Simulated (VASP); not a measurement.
# K2NaBCl6 (P1) in VASP: notebook

The runs below take K2NaBCl6 through single point, with PBE.

Program: VASP 6.6.1. These are calculated values, not measurements. Logs are shortened: lines on timing, memory, paths and dates and some standing lists are left out, and cuts for length are marked.

## 1. The cell of the first run

The typed cell holds 10 atoms: a = 5.593 Å, b = 5.595 Å, c = 9.034 Å, α = 84.70°, β = 84.65°, γ = 89.12°.

## 2. Single point, PBE

Contents of INCAR:

```
SYSTEM = K2NaBCl6
PREC = Accurate ; ENCUT = 520
EDIFF = 1E-6 ; ISMEAR = 0
SIGMA = 0.1 ; LREAL = .False.
LASPH = .True. ; NELM = 60
ALGO = Normal ; ISIF = 2
LWAVE = .False. ; LCHARG = .False.
GGA = PE ; NBANDS = 46
```

Contents of KPOINTS:

```
regular mesh
0
Gamma
  4 4 2
  0 0 0
```

Contents of POSCAR:

```
K2NaBCl6
1.0
    5.5926504031      0.0000000000      0.0000000000
    0.0856344364      5.5941225869      0.0000000000
    0.8430674495      0.8216429832      8.9567458215
K Na B Cl
2 1 1 6
Direct
    0.5730566130      0.5397104175      0.2890854026
    0.4588503228      0.4314834185      0.7169124359
    0.0242243058      0.9799038807      0.4996941869
    0.0778198283      0.9182925085      0.9993035945
    0.4038458998      0.9676663956      0.0033549168
    0.5198257466      0.9735576292      0.5151626044
    0.0206670190      0.5936744362      0.9961239294
    0.0338231140      0.4847665585      0.4832784462
    0.9126160467      0.0265937351      0.1705784419
    0.9752711040      0.0843510202      0.8265060413
```

Potentials or basis: VASP PAW PBE potentials, release 64 (K_sv, Na_pv, B, Cl).

Started as:

```bash
cat potpaw_PBE.64/K_sv/POTCAR potpaw_PBE.64/Na_pv/POTCAR potpaw_PBE.64/B/POTCAR potpaw_PBE.64/Cl/POTCAR > POTCAR
mpirun -np 1 vasp_std > vasp.out
```

OUTCAR:

```text
SYSTEM = K2NaBCl6
   PREC = Accurate
   ENCUT = 520
   EDIFF = 1E-6
   ISMEAR = 0
   LREAL = .False.
   LASPH = .True.
   NELM = 60
   ISIF = 2
   GGA = PE

 ion  position               nearest neighbor table
   1  0.573  0.540  0.289-
   2  0.459  0.431  0.717-
   3  0.024  0.980  0.500-
   4  0.078  0.918  0.999-   7 1.85   5 1.85   9 1.87  10 1.87
   5  0.404  0.968  0.003-   4 1.85
   6  0.520  0.974  0.515-
   7  0.021  0.594  0.996-   4 1.85
   8  0.034  0.485  0.483-
   9  0.913  0.027  0.171-   4 1.87
  10  0.975  0.084  0.827-   4 1.87

  LATTYP: Found a triclinic cell.
 ALAT       =     5.5926504031
 B/A-ratio  =     1.4036157157
 C/A-ratio  =     2.2892305317
 COS(alpha) =     0.0002249923
 COS(beta)  =     0.5093665950
 COS(gamma) =     0.7015367736

  Lattice vectors:

 A1 = (  -5.5926504031,   0.0000000000,   0.0000000000)
 A2 = (  -5.5070159667,   5.5941225869,   0.0000000000)
 A3 = (  -6.5213522890,  -6.4157655701,  -8.9567458215)

Analysis of symmetry for initial positions (statically):
=====================================================================
 Subroutine PRICEL returns:
 Original cell was already a primitive cell.

 Routine SETGRP: Setting up the symmetry group for a
 triclinic supercell.

 Subroutine GETGRP returns: Found  1 space group operations
 (whereof  1 operations were pure point group operations)
 out of a pool of  2 trial point group operations.

The static configuration has the point symmetry C_1 .

Analysis of symmetry for dynamics (positions and initial velocities):
=====================================================================
 Subroutine PRICEL returns:
 Original cell was already a primitive cell.

 Routine SETGRP: Setting up the symmetry group for a
 triclinic supercell.

 Subroutine GETGRP returns: Found  1 space group operations
 (whereof  1 operations were pure point group operations)
 out of a pool of  2 trial point group operations.

The dynamic configuration has the point symmetry C_1 .

 Subroutine INISYM returns: Found  1 space group operations
 (whereof  1 operations are pure point group operations),
 and found     1 'primitive' translations

----------------------------------------------------------------------------------------

                                     Primitive cell

  volume of cell :     280.2205

  direct lattice vectors                    reciprocal lattice vectors
     5.592650403  0.000000000  0.000000000     0.178806099 -0.002737151 -0.016579307
     0.085634436  5.594122587  0.000000000     0.000000000  0.178759043 -0.016398379
     0.843067450  0.821642983  8.956745822     0.000000000  0.000000000  0.111647692

  length of vectors
     5.592650403  5.594777991  9.033778591     0.179593949  0.179509616  0.111647692

  position of ions in fractional coordinates (direct lattice)
     0.573056613  0.539710417  0.289085403
     0.458850323  0.431483419  0.716912436
     0.024224306  0.979903881  0.499694187
     0.077819828  0.918292509  0.999303594
     0.403845900  0.967666396  0.003354917
     0.519825747  0.973557629  0.515162604
     0.020667019  0.593674436  0.996123929
     0.033823114  0.484766558  0.483278446
     0.912616047  0.026593735  0.170578442
     0.975271104  0.084351020  0.826506041

  ion indices of the primitive-cell ions
   primitive index   ion index
                 1           1
                 2           2
                 3           3
                 4           4
                 5           5
                 6           6
                 7           7
                 8           8
                 9           9
                10          10

----------------------------------------------------------------------------------------

 KPOINTS: regular mesh

Automatic generation of k-mesh.
 Grid dimensions read from file:
 generate k-points for:    4    4    2

 Generating k-lattice:

  Cartesian coordinates                     Fractional coordinates (reciprocal lattice)
     0.044701525 -0.000684288 -0.004144827     0.250000000  0.000000000 -0.000000000
     0.000000000  0.044689761 -0.004099595     0.000000000  0.250000000  0.000000000
     0.000000000  0.000000000  0.055823846     0.000000000  0.000000000  0.500000000

  Length of vectors
     0.044898487  0.044877404  0.055823846

  Shift w.r.t. Gamma in fractional coordinates (k-lattice)
     0.000000000  0.000000000  0.000000000

 Subroutine IBZKPT returns following result:
 ===========================================

 Found     20 irreducible k-points:

 Following reciprocal coordinates:
            Coordinates               Weight
  0.000000  0.000000  0.000000      1.000000
  0.250000 -0.000000  0.000000      2.000000
  0.500000 -0.000000  0.000000      1.000000
  0.000000  0.250000  0.000000      2.000000
  0.250000  0.250000  0.000000      2.000000
  0.500000  0.250000  0.000000      2.000000
[... 12 lines left out ...]
  0.250000  0.500000  0.500000      2.000000
  0.500000  0.500000  0.500000      1.000000
   k-points           NKPTS =     20   k-points in BZ     NKDIM =     20   number of bands    NBANDS=     46
   number of dos      NEDOS =    301   number of ions     NIONS =     10
   total plane-waves  NPLWV = 123480
   dimension x,y,z NGX =    42 NGY =   42 NGZ =   70
   dimension x,y,z NGXF=    84 NGYF=   84 NGZF=  140
   ions per type =               2   1   1   6
   NGX,Y,Z   is equivalent  to a cutoff of  12.48, 12.48, 12.88 a.u.
   NGXF,Y,Z  is equivalent  to a cutoff of  24.97, 24.96, 25.76 a.u.
 SYSTEM =  K2NaBCl6
   PREC   = accura    normal or accurate (medium, high low for compatibility)
   ISTART =      0    job   : 0-new  1-cont  2-samecut
   ICHARG =      2    charge: 1-file 2-atom 10-const
   ISPIN  =      1    spin polarized calculation?
   LNONCOLLINEAR =      F non collinear calculations
   LSORBIT =      F    spin-orbit coupling
   LASPH  =      T    aspherical Exc in radial PAW
   ENCUT  =  520.0 eV  38.22 Ry    6.18 a.u.  10.40 10.40 16.80*2*pi/ulx,y,z
   NELM   =     60;   NELMIN=  2; NELMDL= -5     # of ELM steps
   EDIFF  = 0.1E-05   stopping-criterion for ELM
   LREAL  =      F    real-space projection
   EDIFFG = 0.1E-04   stopping-criterion for IOM
   NSW    =      0    number of steps for IOM
   IBRION =     -1    ionic relax: 0-MD 1-quasi-New 2-CG
   NFREE  =      0    steps in history (QN), initial steepest desc. (CG)
   ISIF   =      2    stress and relaxation
   ISYM   =      2    0-nonsym 1-usesym 2-fastsym
   POTIM  = 0.5000    time-step for ionic-motion
   TEBEG  =    0.0;   TEEND  =   0.0 temperature during run
   PSTRESS=    0.0 pullay stress
   NELECT =      70.0000    total number of electrons
   NUPDOWN=      -1.0000    fix difference up-down
   EMIN   =  10.00;   EMAX   =-10.00  energy-range for DOS
   EFERMI =   0.00;   METHOD = LEGACY
   ISMEAR =     0;   SIGMA  =   0.10  broadening in eV -4-tet -1-fermi 0-gaus
   EFERMI_NEDOS =   21; number of points for ismear=-14 and -15
   IALGO  =     38    algorithm
   IMIX   =      4    mixing-type and parameters
     AMIX     =   0.40;   BMIX     =  1.00
     AMIX_MAG =   1.60;   BMIX_MAG =  1.00
  volume/ion in A,a.u.               =      28.02       189.10
  Fermi-wavevector in a.u.,A,eV,Ry     =   1.031037  1.948377 14.463498  1.063037
  Thomas-Fermi vector in A             =   2.165165
   LORBIT       =      0    0 simple, 1 ext, 2 COOP (PROOUT), +10 PAW based schemes
   GGA     = PE    functional components
   LHFCALC =     F    Hartree Fock is set to
   AEXX    =    0.0000 exact exchange contribution
   IVDW    =     0    specifies the selected vdW correction
   LEPSILON=     F    determine dielectric tensor
   LRPA    =     F    only Hartree local field effects (RPA)
 non-spin polarized calculation
 Gauss-broadening in eV      SIGMA  =   0.10
  energy-cutoff  :      520.00
  volume of cell :      280.22
 maximum number of plane-waves:      7566
 NGX is ok and might be reduce to    42
   NGX = 21   NGY = 21   NGZ = 33

 number of electron      69.9999998 magnetization

 Free energy of the ion-electron system (eV)
  ---------------------------------------------------
  ext. energy  EPLUGINS =         0.00000000
  ---------------------------------------------------
  free energy    TOTEN  =       -36.29011554 eV

  energy without entropy =      -36.29011554  energy(sigma->0) =      -36.29011554

 E-fermi :  -0.5092     XC(G=0):  -7.5303

 val. band max:       -0.9986145147   @ k =   0.5000   0.5000   0.5000
 cond. band min:       3.8519699586   @ k =   0.0000   0.0000   0.0000
 fundamental gap:      4.8505844733
 Fermi energy:        -0.5091965548

 k-point     1 :       0.0000    0.0000    0.0000
  band No.  band energies     occupation
      1     -29.1915      2.00000
      2     -29.1356      2.00000
      3     -22.2740      2.00000
      4     -22.2205      2.00000
      5     -22.2141      2.00000
      6     -16.3782      2.00000
[... 38 lines left out ...]
     45       7.1550      0.00000
     46       7.1855      0.00000

 k-point     2 :       0.2500   -0.0000    0.0000
  band No.  band energies     occupation
      1     -29.1914      2.00000
      2     -29.1356      2.00000
      3     -22.2740      2.00000
      4     -22.2210      2.00000
      5     -22.2146      2.00000
      6     -16.3342      2.00000
[... 38 lines left out ...]
     45       7.3322      0.00000
     46       7.4894      0.00000

 k-point     3 :       0.5000   -0.0000    0.0000
  band No.  band energies     occupation
      1     -29.1914      2.00000
      2     -29.1355      2.00000
      3     -22.2740      2.00000
      4     -22.2216      2.00000
      5     -22.2151      2.00000
      6     -16.2859      2.00000
[... 38 lines left out ...]
     45       7.3913      0.00000
     46       7.6173      0.00000

 k-point     4 :       0.0000    0.2500    0.0000
  band No.  band energies     occupation
      1     -29.1914      2.00000
      2     -29.1356      2.00000
      3     -22.2740      2.00000
      4     -22.2211      2.00000
      5     -22.2146      2.00000
      6     -16.3338      2.00000
[... 724 lines left out ...]
     45       7.2005      0.00000
     46       7.5329      0.00000

 k-point    19 :       0.2500    0.5000    0.5000
  band No.  band energies     occupation
      1     -29.1913      2.00000
      2     -29.1354      2.00000
      3     -22.2740      2.00000
      4     -22.2221      2.00000
      5     -22.2156      2.00000
      6     -16.2364      2.00000
[... 38 lines left out ...]
     45       7.0706      0.00000
     46       7.4776      0.00000

 k-point    20 :       0.5000    0.5000    0.5000
  band No.  band energies     occupation
      1     -29.1912      2.00000
      2     -29.1354      2.00000
      3     -22.2740      2.00000
      4     -22.2225      2.00000
      5     -22.2162      2.00000
      6     -16.1835      2.00000
[... 38 lines left out ...]
     45       7.0270      0.00000
     46       7.5645      0.00000

------------------------ aborting loop because EDIFF is reached ----------------------------------------

  FORCE on cell =-STRESS in cart. coord.  units (eV):
  Direction    XX          YY          ZZ          XY          YZ          ZX
  --------------------------------------------------------------------------------------
  -------------------------------------------------------------------------------------
  Total       -0.1321516     -0.1654922     -0.1414787      0.0151111      0.0068839      0.0073982
  in kB       -0.7555847     -0.9462113     -0.8089126      0.0863984      0.0393591      0.0422996
  external PRESSURE =      -0.8369029 kB  Pullay stress =       0.0000000 kB

 VOLUME and BASIS-vectors are now :
 -----------------------------------------------------------------------------
  energy-cutoff  :      520.00
  volume of cell :      280.22
      direct lattice vectors                 reciprocal lattice vectors
     5.592650403  0.000000000  0.000000000     0.178806099 -0.002737151 -0.016579307
     0.085634436  5.594122587  0.000000000     0.000000000  0.178759043 -0.016398379
     0.843067450  0.821642983  8.956745822     0.000000000  0.000000000  0.111647692

 POSITION                                       TOTAL-FORCE (eV/Angst)
 -----------------------------------------------------------------------------------
      3.49484      3.25673      2.58926        -0.006264      0.001125     -0.012918
      3.20754      3.00282      6.42120         0.002038      0.001333     -0.000788
      0.64067      5.89227      4.47563        -0.000113      0.001286     -0.007076
      1.35634      5.95811      8.95051         0.006931     -0.001771     -0.001512
      2.34426      5.41600      0.03005        -0.049696     -0.008406     -0.003698
      3.42489      5.86948      4.61418         0.002650     -0.001237      0.010527
      1.00622      4.13955      8.92203         0.008554      0.046121     -0.005404
      0.63811      3.10893      4.32860         0.003269     -0.001134      0.011025
      5.25003      0.28892      1.52783         0.027326     -0.024039     -0.024515
      6.15837      1.15096      7.40280         0.005306     -0.013276      0.034358
 -----------------------------------------------------------------------------------
    total drift:                               -0.000612      0.000458     -0.000077

  FREE ENERGIE OF THE ION-ELECTRON SYSTEM (eV)
  ---------------------------------------------------
  free  energy   TOTEN  =       -36.2901155370 eV

  energy  without entropy=      -36.2901155370  energy(sigma->0) =      -36.29011554
```

Run time: 3.1 min. Hardware: 1 thread of Intel Xeon 6975P-C (Granite Rapids), shared host; peak memory 0.47 GiB.

What came out:

```yaml
Free_energy: -36.2901 eV
Pressure: -0.1 GPa
Largest_force: 0.051 eV/Å
Band_gap_on_the_k_mesh: 4.85 eV (least direct gap 4.94 eV)
```

Forces in eV/Å, atoms in the order of the input:
```
K   -0.006  0.001 -0.013
K    0.002  0.001 -0.001
Na   0.000  0.001 -0.007
B    0.007 -0.002 -0.002
Cl  -0.050 -0.008 -0.004
Cl   0.003 -0.001  0.011
Cl   0.009  0.046 -0.005
Cl   0.003 -0.001  0.011
Cl   0.027 -0.024 -0.025
Cl   0.005 -0.013  0.034
```

[end of part 1 of 2]
